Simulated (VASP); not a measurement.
# SiO2 (P4_2/mnm) in VASP: further runs

The runs below take SiO2 through single point, with LDA.

Everything below comes from runs of VASP 6.6.1. Logs are shortened: lines on timing, memory, paths and dates and some standing lists are left out, and cuts for length are marked.

## (1) The cell of the first run

Symmetry: P4_2/mnm, No. 136, tetragonal system. The conventional cell has a = 4.030 Å, b = 4.030 Å, c = 2.853 Å, α = 90.00°, β = 90.00°, γ = 90.00°. Si (site symmetry mmm) has 6 O at 1.74 to 1.81 Å within 2.3 Å. Within 2.3 Å of O (site symmetry m2m) lie 3 Si at 1.74 to 1.81 Å and 1 O at 2.22 Å.

## (2) Single point, LDA

INCAR

```
PREC = Accurate
ENCUT = 520
EDIFF = 1E-6
ISMEAR = 0
SIGMA = 0.05
LREAL = F
LASPH = T
NELM = 80
ALGO = Normal
ISIF = 2
LWAVE = F
LCHARG = T
GGA = CA
LELF = T
LVHAR = T
NBANDS = 25
```

KPOINTS

```
regular mesh
0
Gamma
  6 6 8
```

POSCAR

```
SiO2
1.0
    4.0305000000      0.0000000000      0.0000000000
    0.0000000000      4.0305000000      0.0000000000
    0.0000000000      0.0000000000      2.8529000000
Si O
2 4
Direct
    0.5000000000      0.5000000000      0.5000000000
    0.0000000000      0.0000000000      0.0000000000
    0.6944252994      0.6944252994      0.0000000000
    0.1944252994      0.8055747006      0.5000000000
    0.3055747006      0.3055747006      0.0000000000
    0.8055747006      0.1944252994      0.5000000000
```

Potentials or basis: VASP PAW LDA potentials, release 64 (Si, O).

Started as:

```bash
$ cat potpaw_LDA.64/Si/POTCAR potpaw_LDA.64/O/POTCAR > POTCAR
$ mpirun -np 1 vasp_std > vasp.out
```

OUTCAR:

```text
PREC = Accurate
   ENCUT = 520
   EDIFF = 1E-6
   ISMEAR = 0
   LREAL = F
   LASPH = T
   NELM = 80
   ISIF = 2
   GGA = CA

 ion  position               nearest neighbor table
   1  0.500  0.500  0.500-   4 1.74   6 1.74   5 1.81   3 1.81   3 1.81   5 1.81
   2  0.000  0.000  0.000-   3 1.74   5 1.74   4 1.81   6 1.81   4 1.81   6 1.81
   3  0.694  0.694  0.000-   2 1.74   1 1.81   1 1.81
   4  0.194  0.806  0.500-   1 1.74   2 1.81   2 1.81
   5  0.306  0.306  0.000-   2 1.74   1 1.81   1 1.81
   6  0.806  0.194  0.500-   1 1.74   2 1.81   2 1.81

  LATTYP: Found a simple tetragonal cell.
 ALAT       =     4.0305000000
 C/A-ratio  =     0.7078278129

  Lattice vectors:

 A1 = (   4.0305000000,   0.0000000000,   0.0000000000)
 A2 = (   0.0000000000,   4.0305000000,   0.0000000000)
 A3 = (   0.0000000000,   0.0000000000,   2.8529000000)

Analysis of symmetry for initial positions (statically):
=====================================================================
 Subroutine PRICEL returns:
 Original cell was already a primitive cell.

 Routine SETGRP: Setting up the symmetry group for a
 simple tetragonal supercell.

 Subroutine GETGRP returns: Found 16 space group operations
 (whereof  8 operations were pure point group operations)
 out of a pool of 16 trial point group operations.

The static configuration has the point symmetry D_2h.
 The point group associated with its full space group is D_4h.

Analysis of symmetry for dynamics (positions and initial velocities):
=====================================================================
 Subroutine PRICEL returns:
 Original cell was already a primitive cell.

 Routine SETGRP: Setting up the symmetry group for a
 simple tetragonal supercell.

 Subroutine GETGRP returns: Found 16 space group operations
 (whereof  8 operations were pure point group operations)
 out of a pool of 16 trial point group operations.

The dynamic configuration has the point symmetry D_2h.
 The point group associated with its full space group is D_4h.

 Subroutine INISYM returns: Found 16 space group operations
 (whereof  8 operations are pure point group operations),
 and found     1 'primitive' translations

----------------------------------------------------------------------------------------

                                     Primitive cell

[... 94 lines left out ...]
   LSORBIT =      F    spin-orbit coupling
   LASPH  =      T    aspherical Exc in radial PAW
   ENCUT  =  520.0 eV  38.22 Ry    6.18 a.u.   7.49  7.49  5.30*2*pi/ulx,y,z
   NELM   =     80;   NELMIN=  2; NELMDL= -5     # of ELM steps
   EDIFF  = 0.1E-05   stopping-criterion for ELM
   LREAL  =      F    real-space projection
   EDIFFG = 0.1E-04   stopping-criterion for IOM
   NSW    =      0    number of steps for IOM
   IBRION =     -1    ionic relax: 0-MD 1-quasi-New 2-CG
   NFREE  =      0    steps in history (QN), initial steepest desc. (CG)
   ISIF   =      2    stress and relaxation
   ISYM   =      2    0-nonsym 1-usesym 2-fastsym
   POTIM  = 0.5000    time-step for ionic-motion
   TEBEG  =    0.0;   TEEND  =   0.0 temperature during run
   PSTRESS=    0.0 pullay stress
   NELECT =      32.0000    total number of electrons
   NUPDOWN=      -1.0000    fix difference up-down
   EMIN   =  10.00;   EMAX   =-10.00  energy-range for DOS
   EFERMI =   0.00;   METHOD = LEGACY
   ISMEAR =     0;   SIGMA  =   0.05  broadening in eV -4-tet -1-fermi 0-gaus
   EFERMI_NEDOS =   21; number of points for ismear=-14 and -15
   IALGO  =     38    algorithm
   IMIX   =      4    mixing-type and parameters
     AMIX     =   0.40;   BMIX     =  1.00
     AMIX_MAG =   1.60;   BMIX_MAG =  1.00
  volume/ion in A,a.u.               =       7.72        52.13
  Fermi-wavevector in a.u.,A,eV,Ry     =   1.446961  2.734359 28.486448  2.093695
  Thomas-Fermi vector in A             =   2.564970
   LORBIT       =      0    0 simple, 1 ext, 2 COOP (PROOUT), +10 PAW based schemes
   GGA     = CA    functional components
   LHFCALC =     F    Hartree Fock is set to
   AEXX    =    0.0000 exact exchange contribution
   IVDW    =     0    specifies the selected vdW correction
   LEPSILON=     F    determine dielectric tensor
   LRPA    =     F    only Hartree local field effects (RPA)
 non-spin polarized calculation
 Gauss-broadening in eV      SIGMA  =   0.05
  energy-cutoff  :      520.00
  volume of cell :       46.35
 maximum number of plane-waves:      1283
 NGX is ok and might be reduce to    30
   NGX = 15   NGY = 15   NGZ = 11

 number of electron      32.0000023 magnetization

 Free energy of the ion-electron system (eV)
  ---------------------------------------------------
  ext. energy  EPLUGINS =         0.00000000
  ---------------------------------------------------
  free energy    TOTEN  =       -51.55144906 eV

  energy without entropy =      -51.55144906  energy(sigma->0) =      -51.55144906

 E-fermi :   8.4447     XC(G=0): -12.7890

 val. band max:        8.1889667161   @ k =   0.0000   0.0000   0.0000
 cond. band min:      13.3563613566   @ k =   0.0000   0.0000   0.0000
 fundamental gap:      5.1673946405
 Fermi energy:         8.4446626940

 k-point     1 :       0.0000    0.0000    0.0000
  band No.  band energies     occupation
      1     -14.1006      2.00000
      2     -10.1180      2.00000
      3     -10.1180      2.00000
      4      -9.6975      2.00000
      5      -2.6933      2.00000
      6       1.7259      2.00000
[... 661 lines left out ...]
     24      20.4321      0.00000
     25      21.7750      0.00000

 [... further k-points ...]
[... 5 lines left out ...]
  --------------------------------------------------------------------------------------
  -------------------------------------------------------------------------------------
  Total        2.8960902      2.8960902     -9.2514560      0.0000000      0.0000000      0.0000000
  in kB      100.1194054    100.1194054   -319.8278426      0.0000000      0.0000000      0.0000000
  external PRESSURE =     -39.8630106 kB  Pullay stress =       0.0000000 kB

 VOLUME and BASIS-vectors are now :
 -----------------------------------------------------------------------------
  energy-cutoff  :      520.00
  volume of cell :       46.35
      direct lattice vectors                 reciprocal lattice vectors
     4.030500000  0.000000000  0.000000000     0.248108175  0.000000000  0.000000000
     0.000000000  4.030500000  0.000000000     0.000000000  0.248108175  0.000000000
     0.000000000  0.000000000  2.852900000     0.000000000  0.000000000  0.350520523

 POSITION                                       TOTAL-FORCE (eV/Angst)
 -----------------------------------------------------------------------------------
      2.01525      2.01525      1.42645         0.000000      0.000000      0.000000
      0.00000      0.00000      0.00000         0.000000      0.000000      0.000000
      2.79888      2.79888      0.00000         0.322265      0.322265      0.000000
      0.78363      3.24687      1.42645         0.322265     -0.322265     -0.000000
      1.23162      1.23162      0.00000        -0.322265     -0.322265     -0.000000
      3.24687      0.78363      1.42645        -0.322265      0.322265      0.000000
 -----------------------------------------------------------------------------------
    total drift:                               -0.000000      0.000000      0.000000

  FREE ENERGIE OF THE ION-ELECTRON SYSTEM (eV)
  ---------------------------------------------------
  free  energy   TOTEN  =       -51.5514490590 eV

  energy  without entropy=      -51.5514490590  energy(sigma->0) =      -51.55144906
```

OSZICAR:

```text
N       E                     dE             d eps       ncg     rms          rms(c)
DAV:   1     0.121313298258E+03    0.12131E+03   -0.17725E+04  2540   0.124E+03
DAV:   2    -0.503121406088E+02   -0.17163E+03   -0.16484E+03  3151   0.276E+02
DAV:   3    -0.565415442534E+02   -0.62294E+01   -0.62026E+01  3333   0.492E+01
DAV:   4    -0.565796391008E+02   -0.38095E-01   -0.38085E-01  2884   0.451E+00
DAV:   5    -0.565799429942E+02   -0.30389E-03   -0.30385E-03  3348   0.382E-01    0.176E+01
DAV:   6    -0.516379424131E+02    0.49420E+01   -0.13714E+01  3035   0.247E+01    0.843E+00
DAV:   7    -0.515913406034E+02    0.46602E-01   -0.68773E-01  3156   0.482E+00    0.295E+00
DAV:   8    -0.515579411898E+02    0.33399E-01   -0.27245E-02  3107   0.138E+00    0.108E+00
DAV:   9    -0.515514310571E+02    0.65101E-02   -0.52421E-03  3106   0.593E-01    0.206E-01
DAV:  10    -0.515514554033E+02   -0.24346E-04   -0.25611E-04  3172   0.111E-01    0.699E-02
DAV:  11    -0.515514491282E+02    0.62751E-05   -0.22510E-05  3175   0.352E-02    0.182E-02
DAV:  12    -0.515514490590E+02    0.69186E-07   -0.77376E-07  2169   0.636E-03
   1 F= -.51551449E+02 E0= -.51551449E+02  d E =-.429792E-15
```

It took 40 s on 1 thread of Intel Xeon Platinum 8259CL at 2.50GHz (Skylake/Cascade Lake), shared host; peak memory 0.16 GiB.

Results:

- Free energy: -51.5514 eV
- Pressure: -4.0 GPa
- Largest force: 0.456 eV/Å
- Band gap on the k mesh: 5.17 eV, direct

Forces in eV/Å, atoms in the order of the input:
```
Si   0.000  0.000  0.000
Si   0.000  0.000  0.000
O    0.322  0.322  0.000
O    0.322 -0.322  0.000
O   -0.322 -0.322  0.000
O   -0.322  0.322  0.000
```

Levels at points of the mesh, in eV from the valence-band top:
| k point | band 14 | band 15 | band 16 | band 17 | band 18 | band 19 |
| --- | --- | --- | --- | --- | --- | --- |
| (0.00, 0.00, 0.00) | -0.72 | -0.72 | 0.00 | 5.17 | 5.24 | 7.03 |
| (0.50, 0.00, 0.00) | -2.90 | -0.94 | -0.94 | 6.86 | 6.86 | 7.81 |
| (0.50, 0.50, 0.00) | -2.99 | -1.87 | -1.87 | 6.53 | 6.53 | 9.02 |
| (0.00, 0.00, 0.50) | -3.39 | -2.53 | -2.53 | 9.20 | 9.20 | 12.04 |
| (0.50, 0.00, 0.50) | -1.98 | -1.61 | -1.61 | 8.93 | 8.93 | 10.77 |
| (0.50, 0.50, 0.50) | -1.39 | -1.38 | -1.38 | 7.43 | 7.43 | 11.25 |

A k mesh can miss the band edges. LDA gaps usually lie below the measured ones, often by a third to a half.

(Part 1 of 2 ends here.)
